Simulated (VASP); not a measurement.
Set up this calculation in VASP 6.6.1, as the native input.

```
Task                   : single point
Functional             : BLYP
Potentials or basis    : VASP PAW PBE potentials, release 64 (Pt)
Cutoff                 : 520 eV
k mesh                 : 13 × 13 × 13
Occupations            : fermi-dirac, width 0.1 eV
Spin                   : no spin polarisation
Dipole correction      : no
Further INCAR settings : ALGO = Normal; EDIFF = 1e-06; NBANDS = 11
```

The structure of Pt lies in POSCAR:

```
Pt
1.0
    2.5663305465      0.0000000000      0.0000000000
    0.0000000000      2.5663305465      0.0000000000
    0.0000000000      0.0000000000      2.5663305465
Pt
1
Direct
    0.0000000000      0.0000000000      0.0000000000
```

This cell differs from its parent crystal: volume scaled by 0.88.

The input as run:

INCAR

```
PREC = Accurate
ENCUT = 520
EDIFF = 1E-6
ISMEAR = -1
SIGMA = 0.1
LREAL = False
LASPH = True
NELM = 100
ALGO = Normal
ISIF = 2
LWAVE = False
LCHARG = False
GGA = B5
ALDAX = 1.0
AGGAX = 1.0
AGGAC = 1.0
ALDAC = 0.0
NBANDS = 11
```

KPOINTS

```
regular mesh
0
Gamma
  13 13 13
```

Potentials or basis: VASP PAW PBE potentials, release 64 (Pt).

The run is started by

```bash
$ cat potpaw_PBE.64/Pt/POTCAR > POTCAR
$ mpirun -np 1 vasp_std > vasp.out
```

Results of the run:

* Pressure: 28.5 GPa
* Band gap on the k mesh: zero (band 5 reaches 11.92 eV, above the bottom of band 6 at 8.74 eV)

Caveat: the PAW data sets were made with another functional, which shifts forces and pressure a little; spin-orbit coupling is left out, which moves the levels of the heavy elements.

It took 11 s on 1 thread of Intel(R) Xeon(R) Platinum 8259CL CPU @ 2.50GHz (Skylake/Cascade Lake), with other jobs on the host, peak memory 0.13 GiB.
